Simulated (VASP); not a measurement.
Runs of VASP 6.6.1 on NaCl. The structure is that of space group Fm-3m (No. 225), or close to it. The cells are those of the table. 

```tsv
cell	gap on the mesh (eV)	pressure (GPa)
a = 3.550 Å, angles 60.0°, 2 atoms	(c)	18.7
a = 3.908 Å, angles 60.0°, 2 atoms	(a)	1.2
a = 3.738 Å, angles 60.0°, 2 atoms	5.76	6.9
a = 3.677 Å, angles 60.0°, 2 atoms	6.01	9.9
a = 3.969 Å, angles 60.0°, 2 atoms	4.99	(b)
```

Alike in all rows: task single point; level PBEsol; potentials or basis VASP PAW PBE potentials, release 64 (Na_pv, Cl); no spin polarisation; k mesh 8 × 8 × 8; cutoff (eV) 520; smearing gaussian 0.05 eV.

Estimate the missing entries.

(a) 5.16; (b) -0.1; (c) 6.62.

Caveats: the PAW data sets were made with another functional, which shifts forces and pressure a little.

